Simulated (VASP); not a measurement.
Write the native input for VASP 6.6.1 that does the following.

```yaml
Task: equation of state
Functional: LAK
Potentials_or_basis: VASP PAW PBE potentials, release 64 (Zn_sv_GW, S_GW)
Cutoff: 640 eV
k_mesh: 7 × 7 × 4
Occupations: gaussian, width 0.03 eV
Spin: no spin polarisation
Tolerance_level: standard
Purpose: choice of potentials
Eos_scales: "[0.91, 0.94, 0.97, 1.0, 1.03, 1.06, 1.09]"
Further_INCAR_settings: ALGO = Normal; EDIFF = 1e-07; NSW = 0
```

The structure of ZnS lies in POSCAR.step2:

```
ZnS
1.0
    3.7332026603      0.0000000000      0.0000000000
   -1.8666013302      3.2330483413      0.0000000000
    0.0000000000      0.0000000000      6.1067398017
Zn S
2 2
Direct
    0.6666666667      0.3333333333      0.5000000000
    0.3333333333      0.6666666667      0.0000000000
    0.6666666667      0.3333333333      0.8850000000
    0.3333333333      0.6666666667      0.3850000000
```

The structure of ZnS lies in POSCAR.step3:

```
ZnS
1.0
    3.7725024184      0.0000000000      0.0000000000
   -1.8862512092      3.2670829302      0.0000000000
    0.0000000000      0.0000000000      6.1710259975
Zn S
2 2
Direct
    0.6666666667      0.3333333333      0.5000000000
    0.3333333333      0.6666666667      0.0000000000
    0.6666666667      0.3333333333      0.8850000000
    0.3333333333      0.6666666667      0.3850000000
```

The structure of ZnS lies in POSCAR.step4:

```
ZnS
1.0
    3.8110000000      0.0000000000      0.0000000000
   -1.9055000000      3.3004228138      0.0000000000
    0.0000000000      0.0000000000      6.2340000000
Zn S
2 2
Direct
    0.6666666667      0.3333333333      0.5000000000
    0.3333333333      0.6666666667      0.0000000000
    0.6666666667      0.3333333333      0.8850000000
    0.3333333333      0.6666666667      0.3850000000
```

The structure of ZnS lies in POSCAR.step5:

```
ZnS
1.0
    3.8487351274      0.0000000000      0.0000000000
   -1.9243675637      3.3331023927      0.0000000000
    0.0000000000      0.0000000000      6.2957267867
Zn S
2 2
Direct
    0.6666666667      0.3333333333      0.5000000000
    0.3333333333      0.6666666667      0.0000000000
    0.6666666667      0.3333333333      0.8850000000
    0.3333333333      0.6666666667      0.3850000000
```

The structure of ZnS lies in POSCAR.step6:

```
ZnS
1.0
    3.8857444663      0.0000000000      0.0000000000
   -1.9428722331      3.3651534204      0.0000000000
    0.0000000000      0.0000000000      6.3562663350
Zn S
2 2
Direct
    0.6666666667      0.3333333333      0.5000000000
    0.3333333333      0.6666666667      0.0000000000
    0.6666666667      0.3333333333      0.8850000000
    0.3333333333      0.6666666667      0.3850000000
```

The structure of ZnS lies in POSCAR.step7:

```
ZnS
1.0
    3.9220619401      0.0000000000      0.0000000000
   -1.9610309701      3.3966052753      0.0000000000
    0.0000000000      0.0000000000      6.4156741366
Zn S
2 2
Direct
    0.6666666667      0.3333333333      0.5000000000
    0.3333333333      0.6666666667      0.0000000000
    0.6666666667      0.3333333333      0.8850000000
    0.3333333333      0.6666666667      0.3850000000
```

The input as run:

POSCAR.step1

```
ZnS
1.0
    3.6930575849      0.0000000000      0.0000000000
   -1.8465287924      3.1982816861      0.0000000000
    0.0000000000      0.0000000000      6.0410708434
Zn S
2 2
Direct
    0.6666666667      0.3333333333      0.5000000000
    0.3333333333      0.6666666667      0.0000000000
    0.6666666667      0.3333333333      0.8850000000
    0.3333333333      0.6666666667      0.3850000000
```

INCAR

```
SYSTEM = ZnS
METAGGA = LAK
ISMEAR = 0
SIGMA = 0.03
LWAVE = .FALSE.
LCHARG = .FALSE.
ISIF = 2
NSW = 0
ENCUT = 640
PREC = Accurate
LASPH = .TRUE.
LREAL = .FALSE.
ALGO = Normal
EDIFF = 1E-7
NELM = 120
GGA_COMPAT = .FALSE.
EFERMI = MIDGAP
LMIXTAU = .TRUE.
KPAR = 2
```

KPOINTS

```
k-points
0
Gamma
  7 7 4
```

Potentials or basis: VASP PAW PBE potentials, release 64 (Zn_sv_GW, S_GW).

Run with:

```bash
$ cat potpaw_PBE.64/Zn_sv_GW/POTCAR potpaw_PBE.64/S_GW/POTCAR > POTCAR
$ cp POSCAR.step1 POSCAR
$ mpirun -np 2 vasp_std > vasp.out
$ cp POSCAR.step2 POSCAR
$ mpirun -np 2 vasp_std > vasp.out
$ cp POSCAR.step3 POSCAR
$ mpirun -np 2 vasp_std > vasp.out
$ cp POSCAR.step4 POSCAR
$ mpirun -np 2 vasp_std > vasp.out
$ cp POSCAR.step5 POSCAR
$ mpirun -np 2 vasp_std > vasp.out
$ cp POSCAR.step6 POSCAR
$ mpirun -np 2 vasp_std > vasp.out
$ cp POSCAR.step7 POSCAR
$ mpirun -np 2 vasp_std > vasp.out
```

It gave:

```yaml
Equilibrium_volume: 20.51 Å³/atom
Bulk_modulus_at_fixed_shape_and_positions: 79 GPa
Pressure_derivative_of_the_bulk_modulus: 3.3
```

Caveat: the cell was scaled at fixed shape and fractional positions, which overstates the stiffness of a crystal with free parameters, most of all of layers and chains; the PAW data sets were made with another functional, which shifts forces and pressure a little.

Wall time 26 min on 2 MPI ranks on Intel(R) Xeon(R) Platinum 8375C CPU @ 2.90GHz (Ice Lake), on a shared host, peak memory 0.3 GiB a rank.
